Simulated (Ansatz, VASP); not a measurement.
## One calculation of BN, two programs

```xyz
4
Lattice="2.3993 0.0000 0.0000 -1.1996 2.0778 0.0000 0.0000 0.0000 6.7406" Properties=species:S:1:pos:R:3 pbc="T T T"
B     0.0000    1.3852    1.6851
B     1.1996    0.6926    5.0554
N     0.0000    1.3852    5.0554
N     1.1996    0.6926    1.6851
```

Alike in both runs: task single point; functional PBEsol; k mesh 12 × 12 × 4; occupations gaussian, width 0.05 eV; no spin polarisation.

```csv
,VASP,Ansatz
version,VASP 6.6.1,Ansatz 0.2.0
potentials or method,"VASP PAW PBE potentials, release 64 (B, N), cutoff 520 eV","scalar-relativistic, plane waves, PAW"
valence electrons in the cell,16,16
```

```csv
,VASP,Ansatz,Ansatz less VASP
gap on the k mesh at the Fermi level (eV),4.39,4.39,+0.009
least direct gap on the mesh (eV),4.90,4.90,+0.004
```

VASP's potentials were made for PBE, not for PBEsol, and Ansatz warns of the same on its side. The functional is the same, so the differences come from potentials, cutoffs and numerics.
